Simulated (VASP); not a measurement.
# InP in VASP: notebook

The runs below take InP through single point, with PBE.

All numbers are computed with VASP 6.6.1; they aren't measurements. Logs are shortened: lines on timing, memory, paths and dates and some standing lists are left out, and cuts for length are marked.

## 1. The cell of the first run

Symmetry: Fm-3m, No. 225, cubic system. Conventional cell: a = 5.707 Å, b = 5.707 Å, c = 5.707 Å, α = 90.00°, β = 90.00°, γ = 90.00°. In (site symmetry m-3m) has 6 P at 2.85 Å within 3.8 Å. P (site symmetry m-3m) has 6 In at 2.85 Å within 3.8 Å.

## 2. Single point, PBE (strain +0.030 along x and y, +0.030 along z)

Contents of INCAR:

```
SYSTEM = InP
PREC = Accurate
ENCUT = 520
EDIFF = 1E-6
ISMEAR = 0
SIGMA = 0.15
LREAL = .False.
LASPH = .True.
NELM = 60
ALGO = Normal
ISIF = 2
LWAVE = .False.
LCHARG = .False.
GGA = PE
NBANDS = 16
```

Contents of KPOINTS:

```
Automatic mesh
0
Gamma
  18 18 18
  0 0 0
```

Contents of POSCAR:

```
InP
1.0
    0.0000000000      2.8532652270      2.8532652270
    2.8532652270      0.0000000000      2.8532652270
    2.8532652270      2.8532652270      0.0000000000
In P
1 1
Direct
    0.0000000000      0.0000000000      0.0000000000
    0.5000000000      0.5000000000      0.5000000000
```

Potentials or basis: VASP PAW PBE potentials, release 64 (In_d, P).

On the command line:

```console
> cat potpaw_PBE.64/In_d/POTCAR potpaw_PBE.64/P/POTCAR > POTCAR
> mpirun -np 1 vasp_std > vasp.out
```

OUTCAR:

```text
SYSTEM = InP
   PREC = Accurate
   ENCUT = 520
   EDIFF = 1E-6
   ISMEAR = 0
   LREAL = .False.
   LASPH = .True.
   NELM = 60
   ISIF = 2
   GGA = PE

 ion  position               nearest neighbor table
   1  0.000  0.000  0.000-   2 2.85   2 2.85   2 2.85   2 2.85   2 2.85   2 2.85
   2  0.500  0.500  0.500-   1 2.85   1 2.85   1 2.85   1 2.85   1 2.85   1 2.85

  LATTYP: Found a face centered cubic cell.
 ALAT       =     5.7065304540

  Lattice vectors:

 A1 = (   0.0000000000,   2.8532652270,   2.8532652270)
 A2 = (   2.8532652270,   0.0000000000,   2.8532652270)
 A3 = (   2.8532652270,   2.8532652270,   0.0000000000)

Analysis of symmetry for initial positions (statically):
=====================================================================
 Subroutine PRICEL returns:
 Original cell was already a primitive cell.

 Routine SETGRP: Setting up the symmetry group for a
 face centered cubic supercell.

 Subroutine GETGRP returns: Found 48 space group operations
 (whereof 48 operations were pure point group operations)
 out of a pool of 48 trial point group operations.

The static configuration has the point symmetry O_h .

Analysis of symmetry for dynamics (positions and initial velocities):
=====================================================================
 Subroutine PRICEL returns:
 Original cell was already a primitive cell.

 Routine SETGRP: Setting up the symmetry group for a
 face centered cubic supercell.

 Subroutine GETGRP returns: Found 48 space group operations
 (whereof 48 operations were pure point group operations)
 out of a pool of 48 trial point group operations.

The dynamic configuration has the point symmetry O_h .

 Subroutine INISYM returns: Found 48 space group operations
 (whereof 48 operations are pure point group operations),
 and found     1 'primitive' translations

----------------------------------------------------------------------------------------

                                     Primitive cell

  volume of cell :      46.4576

  direct lattice vectors                    reciprocal lattice vectors
     0.000000000  2.853265227  2.853265227    -0.175237828  0.175237828  0.175237828
     2.853265227  0.000000000  2.853265227     0.175237828 -0.175237828  0.175237828
     2.853265227  2.853265227  0.000000000     0.175237828  0.175237828 -0.175237828

  length of vectors
     4.035126381  4.035126381  4.035126381     0.303520821  0.303520821  0.303520821

  position of ions in fractional coordinates (direct lattice)
     0.000000000  0.000000000  0.000000000
     0.500000000  0.500000000  0.500000000

  ion indices of the primitive-cell ions
   primitive index   ion index
                 1           1
                 2           2

----------------------------------------------------------------------------------------

 KPOINTS: Automatic mesh

Automatic generation of k-mesh.
 Grid dimensions read from file:
 generate k-points for:   18   18   18

 Generating k-lattice:

  Cartesian coordinates                     Fractional coordinates (reciprocal lattice)
    -0.009735435  0.009735435  0.009735435     0.055555556  0.000000000  0.000000000
     0.009735435 -0.009735435  0.009735435     0.000000000  0.055555556  0.000000000
     0.009735435  0.009735435 -0.009735435     0.000000000  0.000000000  0.055555556

  Length of vectors
     0.016862268  0.016862268  0.016862268

  Shift w.r.t. Gamma in fractional coordinates (k-lattice)
     0.000000000  0.000000000  0.000000000

 Subroutine IBZKPT returns following result:
 ===========================================

 Found    195 irreducible k-points:

 Following reciprocal coordinates:
            Coordinates               Weight
  0.000000  0.000000  0.000000      1.000000
  0.055556  0.000000  0.000000      8.000000
  0.111111  0.000000  0.000000      8.000000
  0.166667  0.000000  0.000000      8.000000
  0.222222  0.000000  0.000000      8.000000
  0.277778  0.000000  0.000000      8.000000
[... 16 lines left out ...]
 -0.277778  0.055556  0.000000     24.000000
 -0.222222  0.055556  0.000000     24.000000
 [... further k-points ...]
   k-points           NKPTS =    195   k-points in BZ     NKDIM =    195   number of bands    NBANDS=     16
   number of dos      NEDOS =    301   number of ions     NIONS =      2
   total plane-waves  NPLWV =  27000
   dimension x,y,z NGX =    30 NGY =   30 NGZ =   30
   dimension x,y,z NGXF=    60 NGYF=   60 NGZF=   60
   ions per type =               1   1
   NGX,Y,Z   is equivalent  to a cutoff of  12.36, 12.36, 12.36 a.u.
   NGXF,Y,Z  is equivalent  to a cutoff of  24.72, 24.72, 24.72 a.u.
 SYSTEM =  InP
   PREC   = accura    normal or accurate (medium, high low for compatibility)
   ISTART =      0    job   : 0-new  1-cont  2-samecut
   ICHARG =      2    charge: 1-file 2-atom 10-const
   ISPIN  =      1    spin polarized calculation?
   LNONCOLLINEAR =      F non collinear calculations
   LSORBIT =      F    spin-orbit coupling
   LASPH  =      T    aspherical Exc in radial PAW
   ENCUT  =  520.0 eV  38.22 Ry    6.18 a.u.   7.50  7.50  7.50*2*pi/ulx,y,z
   NELM   =     60;   NELMIN=  2; NELMDL= -5     # of ELM steps
   EDIFF  = 0.1E-05   stopping-criterion for ELM
   LREAL  =      F    real-space projection
   EDIFFG = 0.1E-04   stopping-criterion for IOM
   NSW    =      0    number of steps for IOM
   IBRION =     -1    ionic relax: 0-MD 1-quasi-New 2-CG
   NFREE  =      0    steps in history (QN), initial steepest desc. (CG)
   ISIF   =      2    stress and relaxation
   ISYM   =      2    0-nonsym 1-usesym 2-fastsym
   POTIM  = 0.5000    time-step for ionic-motion
   TEBEG  =    0.0;   TEEND  =   0.0 temperature during run
   PSTRESS=    0.0 pullay stress
   NELECT =      18.0000    total number of electrons
   NUPDOWN=      -1.0000    fix difference up-down
   EMIN   =  10.00;   EMAX   =-10.00  energy-range for DOS
   EFERMI =   0.00;   METHOD = LEGACY
   ISMEAR =     0;   SIGMA  =   0.15  broadening in eV -4-tet -1-fermi 0-gaus
   EFERMI_NEDOS =   21; number of points for ismear=-14 and -15
   IALGO  =     38    algorithm
   IMIX   =      4    mixing-type and parameters
     AMIX     =   0.40;   BMIX     =  1.00
     AMIX_MAG =   1.60;   BMIX_MAG =  1.00
  volume/ion in A,a.u.               =      23.23       156.76
  Fermi-wavevector in a.u.,A,eV,Ry     =   1.193476  2.255342 19.379919  1.424384
  Thomas-Fermi vector in A             =   2.329489
   LORBIT       =      0    0 simple, 1 ext, 2 COOP (PROOUT), +10 PAW based schemes
   GGA     = PE    functional components
   LHFCALC =     F    Hartree Fock is set to
   AEXX    =    0.0000 exact exchange contribution
   IVDW    =     0    specifies the selected vdW correction
   LEPSILON=     F    determine dielectric tensor
   LRPA    =     F    only Hartree local field effects (RPA)
 non-spin polarized calculation
 Gauss-broadening in eV      SIGMA  =   0.15
  energy-cutoff  :      520.00
  volume of cell :       46.46
 maximum number of plane-waves:      1272
   NGX = 15   NGY = 15   NGZ = 15

 number of electron      17.9999992 magnetization

 Free energy of the ion-electron system (eV)
  ---------------------------------------------------
  ext. energy  EPLUGINS =         0.00000000
  ---------------------------------------------------
  free energy    TOTEN  =        -7.85172451 eV

  energy without entropy =       -7.83666828  energy(sigma->0) =       -7.84419640

 E-fermi :   5.9819     XC(G=0):  -9.9852

 val. band max:        5.9796701417   @ k =   0.5000   0.0556   0.0000
 cond. band min:       5.9990484259   @ k =   0.3889   0.1111   0.0556
 fundamental gap:      0.0193782842
 Fermi energy:         5.9819397908

 k-point     1 :       0.0000    0.0000    0.0000
  band No.  band energies     occupation
      1      -8.1401      2.00000
      2      -8.1401      2.00000
      3      -8.1259      2.00000
      4      -8.1259      2.00000
      5      -8.1259      2.00000
      6      -5.3978      2.00000
[... 8 lines left out ...]
     15      13.9186      0.00000
     16      13.9186      0.00000

 k-point     2 :       0.0556    0.0000    0.0000
  band No.  band energies     occupation
      1      -8.1410      2.00000
      2      -8.1410      2.00000
      3      -8.1259      2.00000
      4      -8.1246      2.00000
      5      -8.1246      2.00000
      6      -5.3633      2.00000
[... 8 lines left out ...]
     15      13.6487      0.00000
     16      14.0011      0.00000

 k-point     3 :       0.1111    0.0000    0.0000
  band No.  band energies     occupation
      1      -8.1442      2.00000
      2      -8.1442      2.00000
      3      -8.1259      2.00000
      4      -8.1199      2.00000
      5      -8.1199      2.00000
      6      -5.2605      2.00000
[... 8 lines left out ...]
     15      13.5939      0.00000
     16      13.9913      0.00000

 k-point     4 :       0.1667    0.0000    0.0000
  band No.  band energies     occupation
      1      -8.1499      2.00000
      2      -8.1499      2.00000
      3      -8.1260      2.00000
      4      -8.1122      2.00000
      5      -8.1121      2.00000
      6      -5.0919      2.00000
[... 8 lines left out ...]
     15      13.8731      0.00000
     16      13.9543      0.00000

 k-point     5 :       0.2222    0.0000    0.0000
  band No.  band energies     occupation
      1      -8.1572      2.00000
      2      -8.1572      2.00000
      3      -8.1264      2.00000
      4      -8.1022      2.00000
      5      -8.1022      2.00000
      6      -4.8628      2.00000
[... 8 lines left out ...]
     15      14.3061      0.00000
     16      14.3061      0.00000

 k-point     6 :       0.2778    0.0000    0.0000
  band No.  band energies     occupation
      1      -8.1651      2.00000
      2      -8.1651      2.00000
      3      -8.1270      2.00000
      4      -8.0915      2.00000
      5      -8.0915      2.00000
      6      -4.5829      2.00000
[... 8 lines left out ...]
     15      14.8527      0.00000
     16      14.8527      0.00000

 k-point     7 :       0.3333    0.0000    0.0000
  band No.  band energies     occupation
      1      -8.1725      2.00000
      2      -8.1725      2.00000
      3      -8.1279      2.00000
      4      -8.0813      2.00000
      5      -8.0813      2.00000
      6      -4.2705      2.00000
[... 8 lines left out ...]
     15      15.4865      0.00000
     16      15.4865      0.00000

 k-point     8 :       0.3889    0.0000    0.0000
  band No.  band energies     occupation
      1      -8.1786      2.00000
      2      -8.1786      2.00000
      3      -8.1288      2.00000
      4      -8.0730      2.00000
      5      -8.0730      2.00000
      6      -3.9600      2.00000
[... 8 lines left out ...]
     15      16.1655      0.00000
     16      16.1655      0.00000

 k-point     9 :       0.4444    0.0000    0.0000
  band No.  band energies     occupation
      1      -8.1826      2.00000
      2      -8.1826      2.00000
      3      -8.1294      2.00000
      4      -8.0675      2.00000
      5      -8.0675      2.00000
      6      -3.7129      2.00000
[... 8 lines left out ...]
     15      16.7866      0.00000
     16      16.7866      0.00000
[... 172 lines left out ...]
 k-point    19 :       0.5000    0.0556    0.0000
  band No.  band energies     occupation
      1      -8.1885      2.00000
      2      -8.1814      2.00000
      3      -8.1282      2.00000
      4      -8.0686      2.00000
      5      -8.0652      2.00000
      6      -3.5960      2.00000
[... 8 lines left out ...]
     15      17.1081      0.00000
     16      17.4227      0.00000

 k-point    20 :      -0.4444    0.0556    0.0000
  band No.  band energies     occupation
      1      -8.1866      2.00000
      2      -8.1822      2.00000
      3      -8.1281      2.00000
      4      -8.0678      2.00000
      5      -8.0672      2.00000
      6      -3.6295      2.00000
[... 8 lines left out ...]
     15      16.6964      0.00000
     16      17.4966      0.00000

 k-point    21 :      -0.3889    0.0556    0.0000
  band No.  band energies     occupation
      1      -8.1821      2.00000
      2      -8.1804      2.00000
      3      -8.1277      2.00000
      4      -8.0729      2.00000
      5      -8.0706      2.00000
      6      -3.8360      2.00000
[... 8 lines left out ...]
     15      16.0201      0.00000
     16      17.0956      0.00000

 k-point    22 :      -0.3333    0.0556    0.0000
  band No.  band energies     occupation
      1      -8.1762      2.00000
      2      -8.1753      2.00000
      3      -8.1272      2.00000
      4      -8.0812      2.00000
      5      -8.0766      2.00000
      6      -4.1332      2.00000
[... 8 lines left out ...]
     15      15.3154      0.00000
     16      16.4470      0.00000

 k-point    23 :      -0.2778    0.0556    0.0000
  band No.  band energies     occupation
      1      -8.1700      2.00000
      2      -8.1672      2.00000
      3      -8.1267      2.00000
      4      -8.0913      2.00000
      5      -8.0850      2.00000
      6      -4.4496      2.00000
[... 8 lines left out ...]
     15      14.6678      0.00000
     16      15.7711      0.00000

 k-point    24 :      -0.2222    0.0556    0.0000
  band No.  band energies     occupation
      1      -8.1628      2.00000
      2      -8.1586      2.00000
      3      -8.1264      2.00000
      4      -8.1018      2.00000
      5      -8.0949      2.00000
      6      -4.7429      2.00000
[... 8 lines left out ...]
     15      14.1896      0.00000
     16      15.1529      0.00000

 [... further k-points ...]

------------------------ aborting loop because EDIFF is reached ----------------------------------------

  FORCE on cell =-STRESS in cart. coord.  units (eV):
  Direction    XX          YY          ZZ          XY          YZ          ZX
  --------------------------------------------------------------------------------------
  -------------------------------------------------------------------------------------
  Total       -1.5273332     -1.5273332     -1.5273332     -0.0000000     -0.0000000      0.0000000
  in kB      -52.6729863    -52.6729863    -52.6729863     -0.0000000     -0.0000000      0.0000000
  external PRESSURE =     -52.6729863 kB  Pullay stress =       0.0000000 kB

 VOLUME and BASIS-vectors are now :
 -----------------------------------------------------------------------------
  energy-cutoff  :      520.00
  volume of cell :       46.46
      direct lattice vectors                 reciprocal lattice vectors
     0.000000000  2.853265227  2.853265227    -0.175237828  0.175237828  0.175237828
     2.853265227  0.000000000  2.853265227     0.175237828 -0.175237828  0.175237828
     2.853265227  2.853265227  0.000000000     0.175237828  0.175237828 -0.175237828

 POSITION                                       TOTAL-FORCE (eV/Angst)
 -----------------------------------------------------------------------------------
      0.00000      0.00000      0.00000         0.000000     -0.000000     -0.000000
      2.85327      2.85327      2.85327        -0.000000      0.000000      0.000000
 -----------------------------------------------------------------------------------
    total drift:                               -0.000000      0.000000      0.000000

  FREE ENERGIE OF THE ION-ELECTRON SYSTEM (eV)
  ---------------------------------------------------
  free  energy   TOTEN  =        -7.8517245132 eV

  energy  without entropy=       -7.8366682783  energy(sigma->0) =       -7.84419640
```

Wall time 48 s (1 thread of Intel Xeon 6975P-C (Granite Rapids), shared host); peak memory 0.27 GiB.

Results:

| Property | Result |
| --- | --- |
| Free energy | -7.8517 eV |
| Pressure | -5.3 GPa |
| Band gap on the k mesh | zero (band 9 reaches 6.26 eV, above the bottom of band 10 at 3.93 eV) |

Levels at points of the mesh, in eV from the Fermi level:
| k point | band 5 | band 6 | band 7 | band 8 | band 9 | band 10 | band 11 | band 12 | band 13 | band 14 |
| --- | --- | --- | --- | --- | --- | --- | --- | --- | --- | --- |
| (0.00, 0.00, 0.00) | -14.11 | -11.38 | -0.22 | -0.22 | -0.22 | -0.16 | 7.08 | 7.08 | 7.08 | 7.94 |
| (0.50, 0.00, 0.00) | -14.05 | -9.60 | -6.17 | 0.12 | 0.12 | 2.43 | 3.42 | 3.42 | 4.52 | 10.62 |
| (0.50, 0.50, 0.00) | -14.02 | -8.75 | -4.40 | -2.59 | -2.05 | -2.05 | 4.02 | 9.12 | 9.12 | 9.40 |

Caveat: the cell differs from its parent crystal (strain +0.030 along x and y, +0.030 along z); spin-orbit coupling is left out, which moves the levels of the heavy elements.

## 3. Single point, PBE (strain -0.030 along x and y, -0.030 along z)

Contents of INCAR:

```
ALGO     = Normal         # electronic algorithm
EDIFF    = 1E-7           # SCF threshold, eV
ENCUT    = 520            # plane-wave cutoff, eV
GGA      = PE             # functional
ISIF     = 2              # what is computed and relaxed
ISMEAR   = 0              # smearing method
LASPH    = T              # aspherical terms in the spheres
LCHARG   = T              # write CHGCAR
LELF     = T              # ELF
LREAL    = F              # projectors in reciprocal space
LVHAR    = T            
LWAVE    = F              # write WAVECAR
NBANDS   = 16             # bands
NELM     = 80             # most SCF steps
PREC     = Accurate       # precision mode
SIGMA    = 0.15           # smearing width, eV
```

Contents of KPOINTS:

```
k-points
0
Gamma
  18 18 18
```

Contents of POSCAR:

```
InP
1.0
    0.0000000000      2.6870556022      2.6870556022
    2.6870556022      0.0000000000      2.6870556022
    2.6870556022      2.6870556022      0.0000000000
In P
1 1
Direct
    0.0000000000      0.0000000000      0.0000000000
    0.5000000000      0.5000000000      0.5000000000
```

Potentials or basis: VASP PAW PBE potentials, release 64 (In_d, P).

On the command line:

```console
> cat potpaw_PBE.64/In_d/POTCAR potpaw_PBE.64/P/POTCAR > POTCAR
> mpirun -np 1 vasp_std > vasp.out
```

Run time: 45 s. Hardware: 1 thread of Intel Xeon 6975P-C (Granite Rapids), shared host; peak memory 0.24 GiB.

Results (log left out):

* Free energy: -7.8316 eV
* Pressure: 8.4 GPa
* Band gap on the k mesh: zero (band 9 reaches 8.52 eV, above the bottom of band 10 at 5.80 eV)

Levels at points of the mesh, in eV from the Fermi level:
```csv
k point,band 5,band 6,band 7,band 8,band 9,band 10,band 11,band 12,band 13,band 14
"(0.00, 0.00, 0.00)",-14.32,-12.73,-0.36,-0.36,-0.36,1.28,7.11,7.11,7.11,9.04
"(0.50, 0.00, 0.00)",-14.21,-10.35,-7.14,0.16,0.16,2.53,3.38,3.38,5.91,11.44
"(0.50, 0.50, 0.00)",-14.17,-8.94,-5.54,-2.65,-2.65,-2.40,3.65,10.65,10.65,10.94
```

Caveat: the cell differs from its parent crystal (strain -0.030 along x and y, -0.030 along z); spin-orbit coupling is left out, which moves the levels of the heavy elements.

## 4. Single point, PBE (strain -0.030 along x and y, -0.015 along z)

Contents of INCAR:

```
PREC = Accurate ; ENCUT = 520
EDIFF = 1E-6 ; ISMEAR = 0
SIGMA = 0.15 ; LREAL = False
LASPH = True ; NELM = 100
ALGO = Normal ; ISIF = 2
LWAVE = False ; LCHARG = False
GGA = PE ; NBANDS = 16
```

Contents of KPOINTS:

```
Automatic mesh
0
Gamma
  18 18 18
```

Contents of POSCAR:

```
InP
1.0
    0.0000000000      2.6870556022      2.7286080084
    2.6870556022      0.0000000000      2.7286080084
    2.6870556022      2.6870556022      0.0000000000
In P
1 1
Direct
    0.0000000000      0.0000000000      0.0000000000
    0.5000000000      0.5000000000      0.5000000000
```

On the command line:

```console
> cat potpaw_PBE.64/In_d/POTCAR potpaw_PBE.64/P/POTCAR > POTCAR
> mpirun -np 1 vasp_std > vasp.out
```

It took 1.7 min on 1 thread of Intel Xeon 6975P-C (Granite Rapids), shared host; peak memory 0.39 GiB.

Results (log left out):

```
Free energy            : -7.8572 eV
Pressure               : 6.7 GPa
Band gap on the k mesh : zero (band 9 reaches 8.34 eV, above the bottom of band 10 at 5.52 eV)
```

Stress tensor (GPa, compression positive):
```
7.48 0.00 0.00
0.00 7.48 0.00
0.00 0.00 5.25
```

Levels at points of the mesh, in eV from the Fermi level:
```csv
k point,band 7,band 8,band 9,band 10,band 11,band 12
"(0.00, 0.00, 0.00)",-0.40,-0.40,-0.25,1.15,7.03,7.15
"(0.50, 0.00, 0.00)",-7.05,0.11,0.20,2.51,3.33,3.45
"(0.50, 0.50, 0.00)",-5.43,-2.55,-2.55,-2.30,3.73,10.57
"(0.50, 0.00, 0.50)",-5.43,-2.71,-2.53,-2.48,3.66,10.25
```

Caveat: the cell differs from its parent crystal (strain -0.030 along x and y, -0.015 along z); spin-orbit coupling is left out, which moves the levels of the heavy elements.

[end of part 1 of 2]
